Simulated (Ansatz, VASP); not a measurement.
Pt in VASP and in Ansatz

File INCAR:

```
SYSTEM = Pt
PREC = Accurate
ENCUT = 520
EDIFF = 1E-6
ISMEAR = 0
SIGMA = 0.005
LREAL = .False.
LASPH = .True.
NELM = 150
ALGO = Normal
ISIF = 2
LWAVE = .False.
LCHARG = .False.
ISPIN = 2
MAGMOM = 2
LORBIT = 11
LMAXMIX = 4
GGA = PE
IVDW = 12
ISYM = 0
NBANDS = 15
```

The input KPOINTS:

```
Automatic mesh
0
Gamma
  1 1 1
  0 0 0
```

POSCAR

```
Pt
1.0
   15.0000000000      0.0000000000      0.0000000000
    0.0000000000     15.5000000000      0.0000000000
    0.0000000000      0.0000000000     16.0000000000
Pt
1
Direct
    0.5000000000      0.5000000000      0.5000000000
```

Input for Ansatz:

```yaml
crystal:
  lattice:
    - [15.0, 0.0, 0.0]
    - [0.0, 15.5, 0.0]
    - [0.0, 0.0, 16.0]
  atoms:
    - { symbol: Pt, position: [0.5, 0.5, 0.5], spin: 2.0 }
  symmetry: { detect: false }
basis:
  ecutwfc: 420
kpoints:
  mp_grid: { grid: [1, 1, 1] }
hamiltonian:
  xc: pbe
  dispersion: d3bj
scf:
  occupations: { method: gaussian, width: 0.005 }
output:
  forces: true
  eigenvalues: true
  populations: true
magnetization:
  spin_polarized: true
```

Alike in both runs: task single point; functional PBE; dispersion D3(BJ); k mesh 1 × 1 × 1; occupations gaussian, width 0.005 eV; collinear spin.

```csv
,VASP,Ansatz
version,VASP 6.6.1,Ansatz 0.2.0
potentials or method,"VASP PAW PBE potentials, release 64 (Pt), cutoff 520 eV","scalar-relativistic, plane waves, PAW"
valence electrons in the cell,10,18
```

Ansatz gave:

```
net moment per atom (μB)                                      : 2.00
size of the moment on the site where the two differ most (μB) : 2.00
```

Task: Estimate VASP's values.

Result: net moment per atom (μB): 2.00; size of the moment on the site where the two differ most (μB): 1.43.

Site moments also hang on the region over which each program counts them. VASP's potentials hold 10 valence electrons a cell and Ansatz's 18, so a difference there can come from the potentials and not from the codes. Ansatz's warnings: open shared shell at semilocal close.

Spin-orbit coupling is off throughout.
